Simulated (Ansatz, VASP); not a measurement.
## Two plane-wave programs on CaO

```
Ca O
1.0
     0.00000    2.29743    2.29743
     2.29743    0.00000    2.29743
     2.29743    2.29743    0.00000
Ca O
1 1
Direct
  0.00000 0.00000 0.00000
  0.50000 0.50000 0.50000
```

Alike in both runs: task single point; functional r2SCAN; k mesh 8 × 8 × 8; occupations gaussian, width 0.02 eV; no spin polarisation.

|  | VASP | Ansatz |
| --- | --- | --- |
| version | VASP 6.6.1 | Ansatz 0.2.0 |
| potentials or method | VASP PAW PBE potentials, release 64 (Ca_sv, O_h), cutoff 910 eV | scalar-relativistic, plane waves, PAW |
| valence electrons in the cell | 16 | 16 |

```csv
,VASP,Ansatz,Ansatz less VASP
gap on the k mesh at the Fermi level (eV),4.11,4.12,+0.017
least direct gap on the mesh (eV),4.43,4.45,+0.020
```

VASP's potentials were made for PBE, not for r2SCAN.

Noted on VASP's run: the cutoff is short for stress, so the pressure is rough.
